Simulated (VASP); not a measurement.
# WS2 (R3m) in VASP: electric field gradients with PBEsol

Aim: the electric field gradients of WS2 with PBEsol.

All numbers are computed with VASP 6.6.1; they aren't measurements. Logs are shortened: lines on timing, memory, paths and dates and some standing lists are left out, and cuts for length are marked.

**1. The cell of the first run**

Symmetry: R3m, No. 160, trigonal system. The conventional cell has a = 3.220 Å, b = 3.220 Å, c = 18.853 Å, α = 90.00°, β = 90.00°, γ = 120.00°. W (site symmetry 3m) has 6 S at 2.44 to 2.46 Å and 6 W at 3.22 Å within 3.3 Å. Within 3.3 Å of S (site symmetry 3m) lie 3 W at 2.44 Å and 7 S at 3.19 to 3.22 Å. S (site symmetry 3m) has 3 W at 2.46 Å and 7 S at 3.19 to 3.22 Å within 3.3 Å.

**2. Electric field gradients, PBEsol (18.81 Å³/atom)**

Input file INCAR:

```
PREC = Accurate
ENCUT = 520
EDIFF = 1E-8
ISMEAR = -1
SIGMA = 0.03
LREAL = False
LASPH = True
NELM = 80
ALGO = Normal
ISIF = 2
LWAVE = False
LCHARG = False
GGA = PS
LEFG = True
NBANDS = 20
```

Input file KPOINTS:

```
Automatic mesh
0
Gamma
  15 15 15
```

Input file POSCAR:

```
WS2
1.0
    1.6099690384      0.9295160577      6.2842102968
   -1.6099690384      0.9295160577      6.2842102968
    0.0000000000     -1.8590321154      6.2842102968
W S
1 2
Direct
    0.0000000000      0.0000000000      0.0000000000
    0.7503000000      0.7503000000      0.7503000000
    0.5810000000      0.5810000000      0.5810000000
```

Potentials or basis: VASP PAW PBE potentials, release 64 (W_sv, S).

Command:

```console
cat potpaw_PBE.64/W_sv/POTCAR potpaw_PBE.64/S/POTCAR > POTCAR
mpirun -np 1 vasp_std > vasp.out
```

OUTCAR:

```text
PREC = Accurate
   ENCUT = 520
   EDIFF = 1E-8
   ISMEAR = -1
   LREAL = False
   LASPH = True
   NELM = 80
   ISIF = 2
   GGA = PS

 ion  position               nearest neighbor table
   1  0.000  0.000  0.000-   2 2.44   2 2.44   2 2.44   3 2.46   3 2.46   3 2.46
   2  0.750  0.750  0.750-   1 2.44   1 2.44   1 2.44
   3  0.581  0.581  0.581-   1 2.46   1 2.46   1 2.46

  LATTYP: Found a trigonal (rhomboedric) cell.
 ALAT       =     6.5534189139
 COS(alpha) =     0.8792939096

  Lattice vectors:

 A1 = (   1.6099690384,   0.9295160577,   6.2842102968)
 A2 = (  -1.6099690384,   0.9295160577,   6.2842102968)
 A3 = (   0.0000000000,  -1.8590321154,   6.2842102968)

Analysis of symmetry for initial positions (statically):
=====================================================================
 Subroutine PRICEL returns:
 Original cell was already a primitive cell.

 Routine SETGRP: Setting up the symmetry group for a
 trigonal (rhombohedral) supercell.

 Subroutine GETGRP returns: Found  6 space group operations
 (whereof  6 operations were pure point group operations)
 out of a pool of 12 trial point group operations.

The static configuration has the point symmetry C_3v.

Analysis of symmetry for dynamics (positions and initial velocities):
=====================================================================
 Subroutine PRICEL returns:
 Original cell was already a primitive cell.

 Routine SETGRP: Setting up the symmetry group for a
 trigonal (rhombohedral) supercell.

 Subroutine GETGRP returns: Found  6 space group operations
 (whereof  6 operations were pure point group operations)
 out of a pool of 12 trial point group operations.

The dynamic configuration has the point symmetry C_3v.

 Subroutine INISYM returns: Found  6 space group operations
 (whereof  6 operations are pure point group operations),
 and found     1 'primitive' translations

----------------------------------------------------------------------------------------

                                     Primitive cell

  volume of cell :      56.4256

  direct lattice vectors                    reciprocal lattice vectors
     1.609969038  0.929516058  6.284210297     0.310564979  0.179304774  0.053042995
    -1.609969038  0.929516058  6.284210297    -0.310564979  0.179304774  0.053042995
     0.000000000 -1.859032115  6.284210297     0.000000000 -0.358609548  0.053042995

  length of vectors
     6.553418914  6.553418914  6.553418914     0.362511196  0.362511196  0.362511196

  position of ions in fractional coordinates (direct lattice)
     0.000000000  0.000000000  0.000000000
     0.750300000  0.750300000  0.750300000
     0.581000000  0.581000000  0.581000000

  ion indices of the primitive-cell ions
   primitive index   ion index
                 1           1
                 2           2
                 3           3

----------------------------------------------------------------------------------------

 KPOINTS: Automatic mesh

Automatic generation of k-mesh.
 Grid dimensions read from file:
 generate k-points for:   15   15   15

 Generating k-lattice:

  Cartesian coordinates                     Fractional coordinates (reciprocal lattice)
     0.020704332  0.011953652  0.003536200     0.066666667  0.000000000 -0.000000000
    -0.020704332  0.011953652  0.003536200     0.000000000  0.066666667 -0.000000000
     0.000000000 -0.023907303  0.003536200    -0.000000000 -0.000000000  0.066666667

  Length of vectors
     0.024167413  0.024167413  0.024167413

  Shift w.r.t. Gamma in fractional coordinates (k-lattice)
     0.000000000  0.000000000  0.000000000

 Subroutine IBZKPT returns following result:
 ===========================================

 Found    344 irreducible k-points:

 Following reciprocal coordinates:
            Coordinates               Weight
  0.000000  0.000000  0.000000      1.000000
  0.066667 -0.000000 -0.000000      6.000000
  0.133333 -0.000000 -0.000000      6.000000
  0.200000  0.000000 -0.000000      6.000000
  0.266667 -0.000000 -0.000000      6.000000
  0.333333 -0.000000 -0.000000      6.000000
[... 16 lines left out ...]
  0.133333  0.133333 -0.000000      6.000000
  0.200000  0.133333 -0.000000     12.000000
 [... further k-points ...]
   k-points           NKPTS =    344   k-points in BZ     NKDIM =    344   number of bands    NBANDS=     20
   number of dos      NEDOS =    301   number of ions     NIONS =      3
   total plane-waves  NPLWV = 125000
   dimension x,y,z NGX =    50 NGY =   50 NGZ =   50
   dimension x,y,z NGXF=   100 NGYF=  100 NGZF=  100
   ions per type =               1   2
   NGX,Y,Z   is equivalent  to a cutoff of  12.68, 12.68, 12.68 a.u.
   NGXF,Y,Z  is equivalent  to a cutoff of  25.37, 25.37, 25.37 a.u.
 SYSTEM =  unknown system
   PREC   = accura    normal or accurate (medium, high low for compatibility)
   ISTART =      0    job   : 0-new  1-cont  2-samecut
   ICHARG =      2    charge: 1-file 2-atom 10-const
   ISPIN  =      1    spin polarized calculation?
   LNONCOLLINEAR =      F non collinear calculations
   LSORBIT =      F    spin-orbit coupling
   LASPH  =      T    aspherical Exc in radial PAW
   ENCUT  =  520.0 eV  38.22 Ry    6.18 a.u.  12.19 12.19 12.19*2*pi/ulx,y,z
   NELM   =     80;   NELMIN=  2; NELMDL= -5     # of ELM steps
   EDIFF  = 0.1E-07   stopping-criterion for ELM
   LREAL  =      F    real-space projection
   EDIFFG = 0.1E-06   stopping-criterion for IOM
   NSW    =      0    number of steps for IOM
   IBRION =     -1    ionic relax: 0-MD 1-quasi-New 2-CG
   NFREE  =      0    steps in history (QN), initial steepest desc. (CG)
   ISIF   =      2    stress and relaxation
   ISYM   =      2    0-nonsym 1-usesym 2-fastsym
   POTIM  = 0.5000    time-step for ionic-motion
   TEBEG  =    0.0;   TEEND  =   0.0 temperature during run
   PSTRESS=    0.0 pullay stress
   NELECT =      26.0000    total number of electrons
   NUPDOWN=      -1.0000    fix difference up-down
   EMIN   =  10.00;   EMAX   =-10.00  energy-range for DOS
   EFERMI =   0.00;   METHOD = LEGACY
   ISMEAR =    -1;   SIGMA  =   0.03  broadening in eV -4-tet -1-fermi 0-gaus
   EFERMI_NEDOS =   21; number of points for ismear=-14 and -15
   IALGO  =     38    algorithm
   IMIX   =      4    mixing-type and parameters
     AMIX     =   0.40;   BMIX     =  1.00
     AMIX_MAG =   1.60;   BMIX_MAG =  1.00
  volume/ion in A,a.u.               =      18.81       126.93
  Fermi-wavevector in a.u.,A,eV,Ry     =   1.264466  2.389494 21.754005  1.598874
  Thomas-Fermi vector in A             =   2.397770
   LORBIT       =      0    0 simple, 1 ext, 2 COOP (PROOUT), +10 PAW based schemes
   GGA     = PS    functional components
   LHFCALC =     F    Hartree Fock is set to
   AEXX    =    0.0000 exact exchange contribution
   IVDW    =     0    specifies the selected vdW correction
   LEPSILON=     F    determine dielectric tensor
   LRPA    =     F    only Hartree local field effects (RPA)
 non-spin polarized calculation
  energy-cutoff  :      520.00
  volume of cell :       56.43
 maximum number of plane-waves:      1543
 NGX is ok and might be reduce to    50
   NGX = 25   NGY = 25   NGZ = 25

 number of electron      25.9999998 magnetization

 Free energy of the ion-electron system (eV)
  ---------------------------------------------------
  ext. energy  EPLUGINS =         0.00000000
  ---------------------------------------------------
  free energy    TOTEN  =       -25.16439167 eV

  energy without entropy =      -25.16439167  energy(sigma->0) =      -25.16439167

 E-fermi :   7.1344     XC(G=0): -10.8300

 val. band max:        6.6216794673   @ k =   0.4667   0.4667   0.4667
 cond. band min:       7.6959255440   @ k =  -0.2000   0.1333   0.0000
 fundamental gap:      1.0742460767
 Fermi energy:         7.1343968911

 k-point     1 :       0.0000    0.0000    0.0000
  band No.  band energies     occupation
      1     -68.0068      2.00000
      2     -32.2077      2.00000
      3     -32.0779      2.00000
      4     -32.0779      2.00000
      5      -8.5446      2.00000
      6      -6.7503      2.00000
[... 12 lines left out ...]
     19      14.2133      0.00000
     20      14.9148      0.00000
[... 507 lines left out ...]
 k-point    24 :       0.2000    0.1333   -0.0000
  band No.  band energies     occupation
      1     -68.0030      2.00000
      2     -32.1934      2.00000
      3     -32.1575      2.00000
      4     -32.0985      2.00000
      5      -8.0588      2.00000
      6      -6.6254      2.00000
[... 12 lines left out ...]
     19      15.0446      0.00000
     20      15.5015      0.00000

 [... further k-points ...]
[... 5 lines left out ...]
  --------------------------------------------------------------------------------------
  -------------------------------------------------------------------------------------
  Total       -3.2291315     -3.2291315     -3.1521753      0.0000000      0.0000000     -0.0000000
  in kB      -91.6895683    -91.6895683    -89.5044364      0.0000000      0.0000000     -0.0000000
  external PRESSURE =     -90.9611910 kB  Pullay stress =       0.0000000 kB

 VOLUME and BASIS-vectors are now :
 -----------------------------------------------------------------------------
  energy-cutoff  :      520.00
  volume of cell :       56.43
      direct lattice vectors                 reciprocal lattice vectors
     1.609969038  0.929516058  6.284210297     0.310564979  0.179304774  0.053042995
    -1.609969038  0.929516058  6.284210297    -0.310564979  0.179304774  0.053042995
     0.000000000 -1.859032115  6.284210297     0.000000000 -0.358609548  0.053042995

 POSITION                                       TOTAL-FORCE (eV/Angst)
 -----------------------------------------------------------------------------------
      0.00000      0.00000      0.00000         0.000000     -0.000000     -0.523465
      0.00000      0.00000     14.14513         0.000000     -0.000000     -0.739283
      0.00000      0.00000     10.95338         0.000000      0.000000      1.262749
 -----------------------------------------------------------------------------------
    total drift:                                0.000000      0.000000      0.000102

  FREE ENERGIE OF THE ION-ELECTRON SYSTEM (eV)
  ---------------------------------------------------
  free  energy   TOTEN  =       -25.1643916728 eV

  energy  without entropy=      -25.1643916727  energy(sigma->0) =      -25.16439167

 Electric field gradients (V/A^2)
---------------------------------------------------------------------
 ion       V_xx      V_yy      V_zz      V_xy      V_xz      V_yz
---------------------------------------------------------------------
   1      71.226    71.226  -142.451    -0.000    -0.000     0.000
   2      22.225    22.225   -44.450     0.000     0.000    -0.000
   3      18.485    18.485   -36.970     0.000     0.000     0.000
---------------------------------------------------------------------

 Electric field gradients after diagonalization (V/A^2)
 (convention: |V_zz| > |V_xx| > |V_yy|)
----------------------------------------------------------------------
 ion       V_xx      V_yy      V_zz     asymmetry (V_yy - V_xx)/ V_zz
----------------------------------------------------------------------
   1      71.226    71.226  -142.451       0.000
   2      22.225    22.225   -44.450       0.000
   3      18.485    18.485   -36.970       0.000
----------------------------------------------------------------------

           NMR quadrupolar parameters

 Cq : quadrupolar parameter    Cq=e*Q*V_zz/h
 eta: asymmetry parameters     (V_yy - V_xx)/ V_zz
 Q  : nuclear electric quadrupole moment in mb (millibarn)
----------------------------------------------------------------------
 ion       Cq(MHz)       eta       Q (mb)
----------------------------------------------------------------------
   1      -0.344       0.000       1.000
   2      -0.107       0.000       1.000
   3      -0.089       0.000       1.000
----------------------------------------------------------------------
```

Wall time 12 min (1 thread of Intel Xeon 6975P-C (Granite Rapids), shared host); peak memory 0.6 GiB.

What came out:

- Free energy: -25.1644 eV
- Pressure: -9.1 GPa
- Largest force: 1.263 eV/Å
- Band gap on the k mesh: 1.07 eV (least direct gap 1.75 eV)
- Largest electric field gradient by atom: W -142.5; S -44.5, -37.0 V/Å²

Forces in eV/Å, atoms in the order of the input:
```
W    0.000  0.000 -0.523
S    0.000  0.000 -0.739
S    0.000  0.000  1.263
```

Stress tensor (GPa, compression positive):
```
-9.17  0.00  0.00
 0.00 -9.17  0.00
 0.00  0.00 -8.95
```

Electric field gradients, principal values (V/Å²):
```csv
atom,least,middle,greatest (by size)
1 W,71.226,71.226,-142.451
2 S,22.225,22.225,-44.450
3 S,18.485,18.485,-36.970
```

Caveat: the cell stands under tension; without QUAD_EFG the Cq values of the log hold for a quadrupole moment of 1 mb, not for the nuclei; the PAW data sets were made with another functional, which shifts forces and pressure a little; spin-orbit coupling is left out, which moves the levels of the heavy elements. A k mesh can miss the band edges.
